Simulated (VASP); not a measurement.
Input of a VASP 6.6.1 run:

INCAR

```
PREC     = Accurate       # precision mode
ENCUT    = 520            # plane-wave cutoff, eV
EDIFF    = 1E-6           # SCF threshold, eV
ISMEAR   = 0              # smearing method
SIGMA    = 0.05           # smearing width, eV
LREAL    = False          # projectors in reciprocal space
LASPH    = True           # aspherical terms in the spheres
NELM     = 100            # most SCF steps
ALGO     = Normal         # electronic algorithm
ISIF     = 2              # what is computed and relaxed
LWAVE    = False          # write WAVECAR
LCHARG   = False          # write CHGCAR
GGA      = PE             # functional
NBANDS   = 11             # bands
```

KPOINTS

```
Automatic mesh
0
Gamma
  12 12 12
```

The input POSCAR:

```
C
1.0
    0.0000000000      1.7996762803      1.6740588759
    1.7996762803      0.0000000000      1.6740588759
    1.7996762803      1.7996762803      0.0000000000
C
2
Direct
    0.5000000000      0.5000000000      0.5000000000
    0.7500000000      0.7500000000      0.7500000000
```

Potentials or basis: VASP PAW PBE potentials, release 64 (C).

The run is started by

```bash
$ cat potpaw_PBE.64/C/POTCAR > POTCAR
$ mpirun -np 1 vasp_std > vasp.out
```

Problem. Estimate the band gap on the k mesh.

Solution. 2.43 eV, indirect (least direct gap 4.47 eV).

Problem. What does it give for the pressure?

Solution. 24.2 GPa.

Stress tensor (GPa, compression positive):
```
 2.46  0.00  0.00
 0.00  2.46  0.00
 0.00  0.00 67.61
```

 A k mesh can miss the band edges.
